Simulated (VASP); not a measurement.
Here is a VASP 6.6.1 calculation.

The input INCAR:

```
ALGO = Normal
EDIFF = 1E-7
ENCUT = 520
GGA = PE
ISIF = 2
ISMEAR = -1
LASPH = True
LCHARG = False
LREAL = False
LWAVE = False
NBANDS = 10
NELM = 80
PREC = Accurate
SIGMA = 0.08
```

Contents of KPOINTS:

```
k-points
0
Gamma
  23 23 12
```

File POSCAR:

```
B
1.0
    1.7354459172      0.0000000000      0.0000000000
   -0.8677229586      1.5029402512      0.0000000000
    0.0000000000      0.0000000000      3.7130722337
B
2
Direct
    0.3333333333      0.6666666667      0.2500000000
    0.6666666667      0.3333333333      0.7500000000
```

Potentials or basis: VASP PAW PBE potentials, release 64 (B).

Run with:

```sh
$ cat potpaw_PBE.64/B/POTCAR > POTCAR
$ mpirun -np 1 vasp_std > vasp.out
```

Question: Estimate the pressure.

Answer: 100.0 GPa.

Question: Estimate the band gap on the k mesh.

Answer: Zero (band 3 reaches 16.46 eV, above the bottom of band 4 at 9.23 eV).
